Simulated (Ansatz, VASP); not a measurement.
## Two plane-wave programs on PdClF

File POSCAR:

```
PdClF
1.0
    3.6885790000      0.0000000000      0.0000000000
    0.0000000000      3.6885790000      0.0000000000
    0.0000000000      0.0000000000      6.4583290000
Pd Cl F
2 2 2
Direct
    0.2500000000      0.2500000000      0.1962000000
    0.7500000000      0.7500000000      0.8038000000
    0.2500000000      0.2500000000      0.6432000000
    0.7500000000      0.7500000000      0.3568000000
    0.7500000000      0.2500000000      0.0000000000
    0.2500000000      0.7500000000      0.0000000000
```

Contents of INCAR.step1:

```
ALGO = Normal
EDIFF = 1E-4
ENCUT = 520
GGA = PE
ISMEAR = 1
LASPH = T
LCHARG = F
LREAL = F
LWAVE = T
NBANDS = 33
NELM = 100
PREC = Accurate
SIGMA = 0.2291
```

Contents of INCAR.step2:

```
ALGO = Normal
EDIFF = 1E-6
ENCUT = 520
ISIF = 2
ISMEAR = 1
ISTART = 1
LASPH = T
LCHARG = F
LMIXTAU = T
LREAL = F
LWAVE = F
METAGGA = R2SCAN
NBANDS = 33
NELM = 100
PREC = Accurate
SIGMA = 0.2291
```

The input KPOINTS:

```
k-points
0
Gamma
  5 5 3
```

Input for Ansatz:

```yaml
crystal:
  lattice:
    - [3.688579, 0.0, 0.0]
    - [0.0, 3.688579, 0.0]
    - [0.0, 0.0, 6.458329]
  atoms:
    - { symbol: Pd, position: [0.25, 0.25, 0.1962] }
    - { symbol: Pd, position: [0.75, 0.75, 0.8038] }
    - { symbol: Cl, position: [0.25, 0.25, 0.6432] }
    - { symbol: Cl, position: [0.75, 0.75, 0.3568] }
    - { symbol: F, position: [0.75, 0.25, 0.0] }
    - { symbol: F, position: [0.25, 0.75, 0.0] }
  symmetry: { tolerance: 0.0003 }
kpoints:
  mp_grid: { grid: [5, 5, 3], shift: [0, 0, 0] }
magnetization:
  spin_polarized: false
scf:
  occupations: { method: cold, width: 0.2291 }
hamiltonian:
  pseudopotentials: { kind: paw }
  xc: r2scan
basis:
  ecutwfc: 500
output:
  forces: true
  stress: true
  eigenvalues: true
  write_density: true
  write_potential: true
  elf: true
  volumetric_format: npy
```

Alike in both runs: task single point; functional r2SCAN; k mesh 5 × 5 × 3; no spin polarisation.

|  | VASP | Ansatz |
| --- | --- | --- |
| version | VASP 6.6.1 | Ansatz 0.2.0 |
| potentials or method | VASP PAW PBE potentials, release 64 (Pd, Cl, F), cutoff 520 eV | PAW plane waves |
| occupations | methfessel-paxton of order 1, width 0.2291 eV | cold, width 0.2291 eV |
| valence electrons in the cell | 48 | 64 |

|  | VASP | Ansatz | Ansatz less VASP |
| --- | --- | --- | --- |
| gap on the k mesh at the Fermi level (eV) | none | none | - |
| pressure (GPa) | 4.4 | 4.4 | -0.03 |
| traceless stress, the component that is largest in VASP (GPa) | 4.54 | 4.54 | 0.000 |
| rms of the force components (eV/Å) | 0.468 | 0.459 | -0.0093 |

VASP's potentials were made for PBE, not for r2SCAN. Atom by atom the forces differ by 0.009 eV/Å (rms over components). A gap of «none» marks a metal or a gap that the smearing closes. VASP's potentials hold 48 valence electrons a cell and Ansatz's 64, so a difference there can come from the potentials and not from the codes.
